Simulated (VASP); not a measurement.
# SrTiO3 (Pm-3m) in VASP: single point with PBE+U

Aim: the single point of SrTiO3 with PBE+U.

Everything below comes from runs of VASP 6.6.1. Logs are shortened: lines on timing, memory, paths and dates and some standing lists are left out, and cuts for length are marked.

## (1) The cell of the first run

The structure is cubic, space group Pm-3m (No. 221). Conventional cell: a = 3.947 Å, b = 3.947 Å, c = 3.947 Å, α = 90.00°, β = 90.00°, γ = 90.00°. Sr (site symmetry m-3m) has 12 O at 2.79 Å and 8 Ti at 3.42 Å within 3.7 Å. Ti (site symmetry m-3m) has 6 O at 1.97 Å within 2.6 Å. O (site symmetry 4/mmm) has 2 Ti at 1.97 Å within 2.6 Å.

## (2) Single point, PBE+U

INCAR reads:

```
SYSTEM = SrTiO3
  PREC = Accurate
  ENCUT = 520
  EDIFF = 1E-7
  ISMEAR = 0
  SIGMA = 0.02
  LREAL = .False.
  LASPH = .True.
  NELM = 150
  ALGO = Normal
  ISIF = 2
  LWAVE = .False.
  LCHARG = .True.
  LMAXMIX = 4
  LDAU = .True.
  LDAUTYPE = 2
  LDAUL = -1 2 -1
  LDAUU = 0 4 0
  LDAUJ = 0 0 0
  LDAUPRINT = 1
  GGA = PE
  LELF = .True.
  LVHAR = .True.
  NBANDS = 28
```

KPOINTS reads:

```
regular mesh
0
Gamma
  6 6 6
  0 0 0
```

POSCAR reads:

```
SrTiO3
1.0
    3.9471414764      0.0000000000      0.0000000000
    0.0000000000      3.9471414764      0.0000000000
    0.0000000000      0.0000000000      3.9471414764
Sr Ti O
1 1 3
Direct
    0.0000000000      0.0000000000      0.0000000000
    0.5000000000      0.5000000000      0.5000000000
    0.5000000000      0.0000000000      0.5000000000
    0.5000000000      0.5000000000      0.0000000000
    0.0000000000      0.5000000000      0.5000000000
```

Potentials or basis: VASP PAW PBE potentials, release 64 (Sr_sv, Ti_sv, O).

Started as:

```bash
$ cat potpaw_PBE.64/Sr_sv/POTCAR potpaw_PBE.64/Ti_sv/POTCAR potpaw_PBE.64/O/POTCAR > POTCAR
$ mpirun -np 1 vasp_std > vasp.out
```

OUTCAR:

```text
SYSTEM = SrTiO3
   PREC = Accurate
   ENCUT = 520
   EDIFF = 1E-7
   ISMEAR = 0
   LREAL = .False.
   LASPH = .True.
   NELM = 150
   ISIF = 2
   GGA = PE

 ion  position               nearest neighbor table
   1  0.000  0.000  0.000-   3 2.79   4 2.79   5 2.79   3 2.79   5 2.79   4 2.79   5 2.79   5 2.79
                             3 2.79   4 2.79   3 2.79   4 2.79   2 3.42   2 3.42   2 3.42   2 3.42
   2  0.500  0.500  0.500-   3 1.97   4 1.97   5 1.97   4 1.97   3 1.97   5 1.97   1 3.42   1 3.42
                             1 3.42   1 3.42   1 3.42   1 3.42   1 3.42   1 3.42
   3  0.500  0.000  0.500-   2 1.97   2 1.97   1 2.79   1 2.79   1 2.79   1 2.79
   4  0.500  0.500  0.000-   2 1.97   2 1.97   1 2.79   1 2.79   1 2.79   1 2.79
   5  0.000  0.500  0.500-   2 1.97   2 1.97   1 2.79   1 2.79   1 2.79   1 2.79

  LATTYP: Found a simple cubic cell.
 ALAT       =     3.9471414764

  Lattice vectors:

 A1 = (   3.9471414764,   0.0000000000,   0.0000000000)
 A2 = (   0.0000000000,   3.9471414764,   0.0000000000)
 A3 = (   0.0000000000,   0.0000000000,   3.9471414764)

Analysis of symmetry for initial positions (statically):
=====================================================================
 Subroutine PRICEL returns:
 Original cell was already a primitive cell.

 Routine SETGRP: Setting up the symmetry group for a
 simple cubic supercell.

 Subroutine GETGRP returns: Found 48 space group operations
 (whereof 48 operations were pure point group operations)
 out of a pool of 48 trial point group operations.

The static configuration has the point symmetry O_h .

Analysis of symmetry for dynamics (positions and initial velocities):
=====================================================================
 Subroutine PRICEL returns:
 Original cell was already a primitive cell.

 Routine SETGRP: Setting up the symmetry group for a
 simple cubic supercell.

 Subroutine GETGRP returns: Found 48 space group operations
 (whereof 48 operations were pure point group operations)
 out of a pool of 48 trial point group operations.

The dynamic configuration has the point symmetry O_h .

 Subroutine INISYM returns: Found 48 space group operations
 (whereof 48 operations are pure point group operations),
 and found     1 'primitive' translations

----------------------------------------------------------------------------------------

                                     Primitive cell

  volume of cell :      61.4962

  direct lattice vectors                    reciprocal lattice vectors
     3.947141476  0.000000000  0.000000000     0.253347899  0.000000000  0.000000000
     0.000000000  3.947141476  0.000000000     0.000000000  0.253347899  0.000000000
     0.000000000  0.000000000  3.947141476     0.000000000  0.000000000  0.253347899

  length of vectors
     3.947141476  3.947141476  3.947141476     0.253347899  0.253347899  0.253347899

  position of ions in fractional coordinates (direct lattice)
     0.000000000  0.000000000  0.000000000
     0.500000000  0.500000000  0.500000000
     0.500000000  0.000000000  0.500000000
     0.500000000  0.500000000  0.000000000
     0.000000000  0.500000000  0.500000000

  ion indices of the primitive-cell ions
   primitive index   ion index
                 1           1
                 2           2
                 3           3
                 4           4
                 5           5

----------------------------------------------------------------------------------------

 KPOINTS: regular mesh

Automatic generation of k-mesh.
 Grid dimensions read from file:
 generate k-points for:    6    6    6

 Generating k-lattice:

  Cartesian coordinates                     Fractional coordinates (reciprocal lattice)
     0.042224650  0.000000000  0.000000000     0.166666667  0.000000000  0.000000000
[... 47 lines left out ...]
   ICHARG =      2    charge: 1-file 2-atom 10-const
   ISPIN  =      1    spin polarized calculation?
   LNONCOLLINEAR =      F non collinear calculations
   LSORBIT =      F    spin-orbit coupling
   LASPH  =      T    aspherical Exc in radial PAW
   ENCUT  =  520.0 eV  38.22 Ry    6.18 a.u.   7.34  7.34  7.34*2*pi/ulx,y,z
   NELM   =    150;   NELMIN=  2; NELMDL= -5     # of ELM steps
   EDIFF  = 0.1E-06   stopping-criterion for ELM
   LREAL  =      F    real-space projection
   EDIFFG = 0.1E-05   stopping-criterion for IOM
   NSW    =      0    number of steps for IOM
   IBRION =     -1    ionic relax: 0-MD 1-quasi-New 2-CG
   NFREE  =      0    steps in history (QN), initial steepest desc. (CG)
   ISIF   =      2    stress and relaxation
   ISYM   =      2    0-nonsym 1-usesym 2-fastsym
   POTIM  = 0.5000    time-step for ionic-motion
   TEBEG  =    0.0;   TEEND  =   0.0 temperature during run
   PSTRESS=    0.0 pullay stress
   NELECT =      40.0000    total number of electrons
   NUPDOWN=      -1.0000    fix difference up-down
   EMIN   =  10.00;   EMAX   =-10.00  energy-range for DOS
   EFERMI =   0.00;   METHOD = LEGACY
   ISMEAR =     0;   SIGMA  =   0.02  broadening in eV -4-tet -1-fermi 0-gaus
   EFERMI_NEDOS =   21; number of points for ismear=-14 and -15
   IALGO  =     38    algorithm
   IMIX   =      4    mixing-type and parameters
     AMIX     =   0.40;   BMIX     =  1.00
     AMIX_MAG =   1.60;   BMIX_MAG =  1.00
  volume/ion in A,a.u.               =      12.30        83.00
  Fermi-wavevector in a.u.,A,eV,Ry     =   1.418444  2.680470 27.374688  2.011983
  Thomas-Fermi vector in A             =   2.539569
   LORBIT       =      0    0 simple, 1 ext, 2 COOP (PROOUT), +10 PAW based schemes
 LDA+U is selected, type is set to LDAUTYPE =  2
   angular momentum for each species LDAUL =    -1    2   -1
   U (eV)           for each species LDAUU =   0.0  4.0  0.0
   J (eV)           for each species LDAUJ =   0.0  0.0  0.0
   GGA     = PE    functional components
   LHFCALC =     F    Hartree Fock is set to
   AEXX    =    0.0000 exact exchange contribution
   IVDW    =     0    specifies the selected vdW correction
   LEPSILON=     F    determine dielectric tensor
   LRPA    =     F    only Hartree local field effects (RPA)
 non-spin polarized calculation
 Gauss-broadening in eV      SIGMA  =   0.02
  energy-cutoff  :      520.00
  volume of cell :       61.50
 maximum number of plane-waves:      1675
 NGX is ok and might be reduce to    30
   NGX = 15   NGY = 15   NGZ = 15

atom =   2  type =  2  l = 2

 onsite density matrix

spin component  1

  0.1022  0.0000  0.0000  0.0000  0.0000
  0.0000  0.1022  0.0000  0.0000  0.0000
  0.0000  0.0000  0.2476  0.0000  0.0000
  0.0000  0.0000  0.0000  0.1022 -0.0000
  0.0000  0.0000  0.0000 -0.0000  0.2476

spin component  2

  0.1022  0.0000  0.0000  0.0000  0.0000
  0.0000  0.1022  0.0000  0.0000  0.0000
  0.0000  0.0000  0.2476  0.0000  0.0000
  0.0000  0.0000  0.0000  0.1022 -0.0000
  0.0000  0.0000  0.0000 -0.0000  0.2476

 occupancies and eigenvectors

  o =  0.1022  v =  1.0000  0.0000  0.0000  0.0000  0.0000  0.0000  0.0000  0.0000  0.0000  0.0000      0.0000  0.0000  0.0000  0.0000  0.0000  0.0000  0.0000  0.0000  0.0000  0.0000
  o =  0.1022  v =  0.0000  0.0000  0.0000  0.0000  0.0000  1.0000  0.0000  0.0000  0.0000  0.0000      0.0000  0.0000  0.0000  0.0000  0.0000  0.0000  0.0000  0.0000  0.0000  0.0000
  o =  0.1022  v =  0.0000 -0.3949  0.0000  0.9187 -0.0000  0.0000  0.0000  0.0000  0.0000  0.0000      0.0000  0.0000  0.0000  0.0000  0.0000  0.0000  0.0000  0.0000  0.0000  0.0000
  o =  0.1022  v =  0.0000 -0.9187  0.0000 -0.3949  0.0000  0.0000  0.0000  0.0000  0.0000  0.0000      0.0000  0.0000  0.0000  0.0000  0.0000  0.0000  0.0000  0.0000  0.0000  0.0000
  o =  0.1022  v =  0.0000  0.0000  0.0000  0.0000  0.0000  0.0000 -0.9187  0.0000 -0.3949  0.0000      0.0000  0.0000  0.0000  0.0000  0.0000  0.0000  0.0000  0.0000  0.0000  0.0000
  o =  0.1022  v =  0.0000  0.0000  0.0000  0.0000  0.0000  0.0000 -0.3949  0.0000  0.9187 -0.0000      0.0000  0.0000  0.0000  0.0000  0.0000  0.0000  0.0000  0.0000  0.0000  0.0000
  o =  0.2476  v =  0.0000  0.0000  0.0000  0.0000  0.0000  0.0000  0.0000  0.9988 -0.0000  0.0492      0.0000  0.0000  0.0000  0.0000  0.0000  0.0000  0.0000  0.0000  0.0000  0.0000
  o =  0.2476  v =  0.0000  0.0000  0.9988 -0.0000  0.0492  0.0000  0.0000  0.0000  0.0000  0.0000      0.0000  0.0000  0.0000  0.0000  0.0000  0.0000  0.0000  0.0000  0.0000  0.0000
  o =  0.2476  v =  0.0000 -0.0000 -0.0492  0.0000  0.9988  0.0000  0.0000  0.0000  0.0000  0.0000      0.0000  0.0000  0.0000  0.0000  0.0000  0.0000  0.0000  0.0000  0.0000  0.0000
  o =  0.2476  v =  0.0000  0.0000  0.0000  0.0000  0.0000  0.0000 -0.0000 -0.0492  0.0000  0.9988      0.0000  0.0000  0.0000  0.0000  0.0000  0.0000  0.0000  0.0000  0.0000  0.0000

 number of electron      39.9999986 magnetization

 Free energy of the ion-electron system (eV)
  ---------------------------------------------------
  ext. energy  EPLUGINS =         0.00000000
  ---------------------------------------------------
  free energy    TOTEN  =       -37.40427331 eV

  energy without entropy =      -37.40427331  energy(sigma->0) =      -37.40427331

 E-fermi :   4.2695     XC(G=0): -11.1099

 val. band max:        4.0408555694   @ k =   0.5000   0.5000   0.5000
 cond. band min:       6.3478997005   @ k =   0.0000   0.0000   0.0000
 fundamental gap:      2.3070441311
 Fermi energy:         4.2695417724

 k-point     1 :       0.0000    0.0000    0.0000
  band No.  band energies     occupation
      1     -53.6098      2.00000
      2     -29.7868      2.00000
      3     -29.7868      2.00000
      4     -29.7868      2.00000
      5     -28.8470      2.00000
      6     -13.3351      2.00000
[... 609 lines left out ...]
     27      12.0213      0.00000
     28      12.0213      0.00000

------------------------ aborting loop because EDIFF is reached ----------------------------------------

  FORCE on cell =-STRESS in cart. coord.  units (eV):
  Direction    XX          YY          ZZ          XY          YZ          ZX
  --------------------------------------------------------------------------------------
  -------------------------------------------------------------------------------------
  Total        1.0419195      1.0419195      1.0419195      0.0000000      0.0000000     -0.0000000
  in kB       27.1454263     27.1454263     27.1454263      0.0000000      0.0000000     -0.0000000
  external PRESSURE =      27.1454263 kB  Pullay stress =       0.0000000 kB

 VOLUME and BASIS-vectors are now :
 -----------------------------------------------------------------------------
  energy-cutoff  :      520.00
  volume of cell :       61.50
      direct lattice vectors                 reciprocal lattice vectors
     3.947141476  0.000000000  0.000000000     0.253347899  0.000000000  0.000000000
     0.000000000  3.947141476  0.000000000     0.000000000  0.253347899  0.000000000
     0.000000000  0.000000000  3.947141476     0.000000000  0.000000000  0.253347899

 POSITION                                       TOTAL-FORCE (eV/Angst)
 -----------------------------------------------------------------------------------
      0.00000      0.00000      0.00000         0.000000      0.000000      0.000000
      1.97357      1.97357      1.97357         0.000000      0.000000      0.000000
      1.97357      0.00000      1.97357         0.000000      0.000000      0.000000
      1.97357      1.97357      0.00000         0.000000      0.000000      0.000000
      0.00000      1.97357      1.97357         0.000000      0.000000      0.000000
 -----------------------------------------------------------------------------------
    total drift:                                0.000000      0.000000     -0.000000

  FREE ENERGIE OF THE ION-ELECTRON SYSTEM (eV)
  ---------------------------------------------------
  free  energy   TOTEN  =       -37.4042733080 eV

  energy  without entropy=      -37.4042733080  energy(sigma->0) =      -37.40427331
```

Run time: 66 s. Hardware: 1 thread of Intel Xeon 8259CL, shared host; peak memory 0.19 GiB.

What came out:

```yaml
Free_energy: -37.4043 eV
Pressure: 2.7 GPa
Band_gap_on_the_k_mesh: 2.31 eV, indirect (least direct gap 2.74 eV)
```

Eigenvalues of the final occupation matrices:
| site | spin | trace | eigenvalues |
| --- | --- | --- | --- |
| site 2 d | 1 | 0.80 | 0.10 0.10 0.10 0.25 0.25 |
| site 2 d | 2 | 0.80 | 0.10 0.10 0.10 0.25 0.25 |

A k mesh can miss the band edges.
